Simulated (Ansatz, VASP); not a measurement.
**Gd: VASP beside Ansatz**

File INCAR:

```
ALGO = Normal
EDIFF = 1E-7
ENCUT = 520
GGA = PE
ISIF = 2
ISMEAR = -1
ISPIN = 2
LASPH = True
LCHARG = False
LMAXMIX = 6
LORBIT = 11
LREAL = False
LWAVE = False
MAGMOM = 7
NBANDS = 19
NELM = 150
PREC = Accurate
SIGMA = 0.08
```

File KPOINTS:

```
k-points
0
Gamma
  15 15 15
```

POSCAR

```
Gd
1.0
   -1.6310428729      1.6310428729      1.6310428729
    1.6310428729     -1.6310428729      1.6310428729
    1.6310428729      1.6310428729     -1.6310428729
Gd
1
Direct
    0.0000000000      0.0000000000      0.0000000000
```

Input for Ansatz:

```yaml
crystal:
  lattice:
    - [-1.6310428729, 1.6310428729, 1.6310428729]
    - [1.6310428729, -1.6310428729, 1.6310428729]
    - [1.6310428729, 1.6310428729, -1.6310428729]
  atoms:
    - { symbol: Gd, position: [0.0, 0.0, 0.0], spin: 7.0 }
magnetization:
  spin_polarized: true
kpoints:
  mp_grid: { grid: [15, 15, 15] }
scf:
  occupations: { method: fermi_dirac, width: 0.08 }
hamiltonian:
  xc: pbe
  pseudopotentials: { kind: paw }
output:
  forces: true
  stress: true
  eigenvalues: true
  populations: true
```

Change from the starting cell: volume scaled by 0.52, PAW files.

Alike in both runs: task single point; functional PBE; k mesh 15 × 15 × 15; occupations fermi-dirac, width 0.08 eV; collinear spin.

```csv
,VASP,Ansatz
version,VASP 6.6.1,Ansatz 0.2.0
potentials or method,"VASP PAW PBE potentials, release 64 (Gd)","PAW with Ansatz's default frozen-core files, scalar-relativistic"
plane-wave cutoff (eV),520,420
valence electrons in the cell,18,18
```

```csv
,VASP,Ansatz,Ansatz less VASP
pressure (GPa),60.5,59.6,-0.93
net moment per atom (μB),7.27,7.27,-0.006
size of the moment on the site where the two differ most (μB),6.88,7.02,+0.134
```

Site moments also hang on the region over which each program counts them. Both programs put the cell under a high pressure, so it lies far from rest at this level.

Neither program's run includes spin-orbit coupling. Noted on VASP's run: the cell as given lies far from equilibrium.
